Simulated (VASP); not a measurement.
# TiCo3 (Pm-3m) in VASP: a series of runs

TiCo3 is run at these levels: PBEsol; tasks: single point.

Everything below comes from runs of VASP 6.6.1. Logs are shortened: lines on timing, memory, paths and dates and some standing lists are left out, and cuts for length are marked.

## Step 1: The cell of the first run

The structure is cubic, space group Pm-3m (No. 221). The conventional cell has a = 3.374 Å, b = 3.374 Å, c = 3.374 Å, α = 90.00°, β = 90.00°, γ = 90.00°. Within 3.2 Å of Ti (site symmetry m-3m) lie 12 Co at 2.39 Å. Co (site symmetry 4/mmm) has 4 Ti at 2.39 Å and 8 Co at 2.39 Å within 3.2 Å.

## Step 2: Single point, PBEsol, collinear spin, ferromagnetic start (9.61 Å³/atom)

Contents of INCAR:

```
SYSTEM = TiCo3
PREC = Accurate ; ENCUT = 520
EDIFF = 1E-6 ; ISMEAR = 0
SIGMA = 0.15 ; LREAL = .False.
LASPH = .True. ; NELM = 150
ALGO = Normal ; ISIF = 2
LWAVE = .False. ; LCHARG = .False.
ISPIN = 2 ; MAGMOM = 0.9 1.98 1.98 1.98
LORBIT = 11 ; NUPDOWN = 6.84
LMAXMIX = 4 ; GGA = PS
NBANDS = 32
```

Contents of KPOINTS:

```
Automatic mesh
0
Gamma
  12 12 12
  0 0 0
```

Contents of POSCAR:

```
TiCo3
1.0
    3.3744333754      0.0000000000      0.0000000000
    0.0000000000      3.3744333754      0.0000000000
    0.0000000000      0.0000000000      3.3744333754
Ti Co
1 3
Direct
    0.0000000000      0.0000000000      0.0000000000
    0.0000000000      0.5000000000      0.5000000000
    0.5000000000      0.0000000000      0.5000000000
    0.5000000000      0.5000000000      0.0000000000
```

Potentials or basis: VASP PAW PBE potentials, release 64 (Ti_sv, Co).

The run is started by

```bash
cat potpaw_PBE.64/Ti_sv/POTCAR potpaw_PBE.64/Co/POTCAR > POTCAR
mpirun -np 1 vasp_std > vasp.out
```

OUTCAR:

```text
SYSTEM = TiCo3
   PREC = Accurate
   ENCUT = 520
   EDIFF = 1E-6
   ISMEAR = 0
   LREAL = .False.
   LASPH = .True.
   NELM = 150
   ISIF = 2
   ISPIN = 2
   LORBIT = 11
   NUPDOWN = 6.84
   GGA = PS

 ion  position               nearest neighbor table
   1  0.000  0.000  0.000-   2 2.39   3 2.39   4 2.39   2 2.39   3 2.39   2 2.39   4 2.39   2 2.39
                             3 2.39   4 2.39   3 2.39   4 2.39
   2  0.000  0.500  0.500-   1 2.39   3 2.39   4 2.39   1 2.39   4 2.39   1 2.39   3 2.39   1 2.39
                             3 2.39   4 2.39   4 2.39   3 2.39
   3  0.500  0.000  0.500-   1 2.39   2 2.39   4 2.39   1 2.39   4 2.39   2 2.39   4 2.39   4 2.39
                             1 2.39   2 2.39   1 2.39   2 2.39
   4  0.500  0.500  0.000-   1 2.39   2 2.39   3 2.39   2 2.39   3 2.39   1 2.39   3 2.39   3 2.39
                             1 2.39   2 2.39   2 2.39   1 2.39

  LATTYP: Found a simple cubic cell.
 ALAT       =     3.3744333754

  Lattice vectors:

 A1 = (   3.3744333754,   0.0000000000,   0.0000000000)
 A2 = (   0.0000000000,   3.3744333754,   0.0000000000)
 A3 = (   0.0000000000,   0.0000000000,   3.3744333754)

Analysis of symmetry for initial positions (statically):
=====================================================================
 Subroutine PRICEL returns:
 Original cell was already a primitive cell.

 Routine SETGRP: Setting up the symmetry group for a
 simple cubic supercell.

 Subroutine GETGRP returns: Found 48 space group operations
 (whereof 48 operations were pure point group operations)
 out of a pool of 48 trial point group operations.

The static configuration has the point symmetry O_h .

Analysis of symmetry for dynamics (positions and initial velocities):
=====================================================================
 Subroutine PRICEL returns:
 Original cell was already a primitive cell.

 Routine SETGRP: Setting up the symmetry group for a
 simple cubic supercell.

 Subroutine GETGRP returns: Found 48 space group operations
 (whereof 48 operations were pure point group operations)
 out of a pool of 48 trial point group operations.

The dynamic configuration has the point symmetry O_h .

Analysis of structural, dynamic, and magnetic symmetry:
=====================================================================
 Subroutine PRICEL returns:
 Original cell was already a primitive cell.

 Routine SETGRP: Setting up the symmetry group for a
 simple cubic supercell.

 Subroutine GETGRP returns: Found 48 space group operations
 (whereof 48 operations were pure point group operations)
 out of a pool of 48 trial point group operations.

The overall configuration has the point symmetry O_h .
[... 134 lines left out ...]
 spin polarized calculation
 Gauss-broadening in eV      SIGMA  =   0.15
  energy-cutoff  :      520.00
  volume of cell :       38.42
 maximum number of plane-waves:      1064
 NGX is ok and might be reduce to    28
   NGX = 13   NGY = 13   NGZ = 13

 number of electron      39.0000021 magnetization       6.8400008

 Free energy of the ion-electron system (eV)
  ---------------------------------------------------
  ext. energy  EPLUGINS =         0.00000000
  ---------------------------------------------------
  free energy    TOTEN  =       -27.94051558 eV

  energy without entropy =      -27.86906519  energy(sigma->0) =      -27.90479038

 E-fermi :  12.3857     XC(G=0): -14.4578

 val. band max:       14.7145849653   @ k =   0.4167   0.2500   0.1667
 cond. band min:      12.3862854023   @ k =   0.5000   0.4167   0.2500
 fundamental gap:     -2.3282995630
 Fermi energy:        14.7191503982

 spin component 1

 k-point     1 :       0.0000    0.0000    0.0000
  band No.  band energies     occupation
      1     -42.2921      1.00000
      2     -18.7619      1.00000
      3     -18.7619      1.00000
      4     -18.7619      1.00000
      5       3.5726      1.00000
      6       6.6966      1.00000
[... 805 lines left out ...]
     30      26.1400      0.00000
     31      26.9076      0.00000

 [... further k-points ...]

 spin component 2

 k-point     1 :       0.0000    0.0000    0.0000
  band No.  band energies     occupation
      1     -41.6237      1.00000
      2     -18.0924      1.00000
      3     -18.0924      1.00000
      4     -18.0924      1.00000
      5       4.1994      1.00000
      6       8.0798      1.00000
[... 805 lines left out ...]
     30      27.1549      0.00000
     31      27.8211      0.00000

 [... further k-points ...]

 [bands above 31 left out]

------------------------ aborting loop because EDIFF is reached ----------------------------------------

  FORCE on cell =-STRESS in cart. coord.  units (eV):
  Direction    XX          YY          ZZ          XY          YZ          ZX
  --------------------------------------------------------------------------------------
  -------------------------------------------------------------------------------------
  Total       19.0287604     19.0287604     19.0287604     -0.0000000      0.0000000     -0.0000000
  in kB      793.4480688    793.4480688    793.4480688     -0.0000000      0.0000000     -0.0000000
  external PRESSURE =     793.4480688 kB  Pullay stress =       0.0000000 kB

 VOLUME and BASIS-vectors are now :
 -----------------------------------------------------------------------------
  energy-cutoff  :      520.00
  volume of cell :       38.42
      direct lattice vectors                 reciprocal lattice vectors
     3.374433375  0.000000000  0.000000000     0.296346049  0.000000000  0.000000000
     0.000000000  3.374433375  0.000000000     0.000000000  0.296346049  0.000000000
     0.000000000  0.000000000  3.374433375     0.000000000  0.000000000  0.296346049

 POSITION                                       TOTAL-FORCE (eV/Angst)
 -----------------------------------------------------------------------------------
      0.00000      0.00000      0.00000         0.000000      0.000000      0.000000
      0.00000      1.68722      1.68722         0.000000      0.000000      0.000000
      1.68722      0.00000      1.68722         0.000000      0.000000      0.000000
      1.68722      1.68722      0.00000         0.000000      0.000000      0.000000
 -----------------------------------------------------------------------------------
    total drift:                                0.000000      0.000000      0.000000

  FREE ENERGIE OF THE ION-ELECTRON SYSTEM (eV)
  ---------------------------------------------------
  free  energy   TOTEN  =       -27.9405155773 eV

  energy  without entropy=      -27.8690651925  energy(sigma->0) =      -27.90479038

 total charge

# of ion       s       p       d       tot
------------------------------------------
    1        2.305   6.305   2.299  10.910
    2        0.625   0.721   7.346   8.691
    3        0.625   0.721   7.346   8.691
    4        0.625   0.721   7.346   8.691
--------------------------------------------------
tot          4.179   8.468  24.336  36.984

 magnetization (x)

# of ion       s       p       d       tot
------------------------------------------
    1        0.013   0.068   0.675   0.756
    2        0.032   0.137   1.778   1.947
    3        0.032   0.137   1.778   1.947
    4        0.032   0.137   1.778   1.947
--------------------------------------------------
tot          0.107   0.479   6.010   6.596
```

OSZICAR:

```text
N       E                     dE             d eps       ncg     rms          rms(c)
DAV:   1     0.332779627055E+03    0.33278E+03   -0.16766E+04 10920   0.168E+03
DAV:   2    -0.539120536003E+01   -0.33817E+03   -0.31763E+03 10792   0.386E+02
DAV:   3    -0.316740493909E+02   -0.26283E+02   -0.25123E+02 13104   0.123E+02
DAV:   4    -0.327174841819E+02   -0.10434E+01   -0.10364E+01 14264   0.212E+01
DAV:   5    -0.327424662431E+02   -0.24982E-01   -0.24980E-01 13312   0.323E+00    0.315E+01
DAV:   6    -0.327938137184E+02   -0.51347E-01   -0.36568E+01 12440   0.930E+01    0.217E+01
DAV:   7    -0.280629447180E+02    0.47309E+01   -0.11230E+01 13248   0.547E+01    0.983E+00
DAV:   8    -0.279830890109E+02    0.79856E-01   -0.67316E-01 12632   0.699E+00    0.430E+00
DAV:   9    -0.279433564603E+02    0.39733E-01   -0.58485E-02 16760   0.254E+00    0.207E+00
DAV:  10    -0.279397073409E+02    0.36491E-02   -0.24631E-02 12744   0.130E+00    0.504E-01
DAV:  11    -0.279403093102E+02   -0.60197E-03   -0.41469E-03 13632   0.609E-01    0.211E-01
DAV:  12    -0.279404540971E+02   -0.14479E-03   -0.45394E-04 12824   0.222E-01    0.124E-01
DAV:  13    -0.279405151172E+02   -0.61020E-04   -0.15116E-04 13336   0.959E-02    0.442E-02
DAV:  14    -0.279405177219E+02   -0.26047E-05   -0.33372E-05 14096   0.399E-02    0.139E-02
DAV:  15    -0.279405163157E+02    0.14061E-05   -0.32170E-06 10504   0.165E-02    0.596E-03
DAV:  16    -0.279405155773E+02    0.73843E-06   -0.46874E-07  7168   0.583E-03
   1 F= -.27940516E+02 E0= -.27904790E+02  d E =-.714504E-01  mag=     6.8400
```

Wall time 2.3 min (1 thread of AMD EPYC 9R45 (Zen 5), shared host); peak memory 0.25 GiB.

Results:

| Item | Value |
| --- | --- |
| Free energy | -27.9405 eV |
| Pressure | 79.3 GPa |
| Net moment | 6.84 μB per cell |
| Site moments | Ti +0.76; Co +1.95 μB |
| Valence electrons inside the program's atomic spheres | Ti 10.91; Co 8.69 |

Caveat: the cell stands under pressure; the PAW data sets were made with another functional, which shifts forces and pressure a little; the total moment is fixed, so each spin has its own Fermi level.

## Step 3: Single point, PBEsol, collinear spin, ferromagnetic start (9.61 Å³/atom)

INCAR: that of step 2 with these lines changed.

```diff
@@ -7,4 +7,4 @@
 LWAVE = .False. ; LCHARG = .False.
-ISPIN = 2 ; MAGMOM = 0.9 1.98 1.98 1.98
-LORBIT = 11 ; NUPDOWN = 6.84
+ISPIN = 2 ; MAGMOM = 0.5 1.1 1.1 1.1
+LORBIT = 11 ; NUPDOWN = 3.8
 LMAXMIX = 4 ; GGA = PS
```

Contents of KPOINTS:

```
regular mesh
0
Gamma
  12 12 12
  0 0 0
```

POSCAR is that of step 2.

Potentials or basis: VASP PAW PBE potentials, release 64 (Ti_sv, Co).

The run is started by

```bash
cat potpaw_PBE.64/Ti_sv/POTCAR potpaw_PBE.64/Co/POTCAR > POTCAR
mpirun -np 1 vasp_std > vasp.out
```

It took 2.1 min on 1 thread of AMD EPYC 9R45 (Zen 5), shared host; peak memory 0.25 GiB.

Results (log left out):

```yaml
Free_energy: -31.0834 eV
Pressure: 54.4 GPa
Net_moment: 3.80 μB per cell
Site_moments: Ti +0.06; Co +1.22 μB
Valence_electrons_inside_the_program's_atomic_spheres: Ti 10.82; Co 8.73
```

Caveat: the cell stands under pressure; the PAW data sets were made with another functional, which shifts forces and pressure a little; the total moment is fixed, so each spin has its own Fermi level.
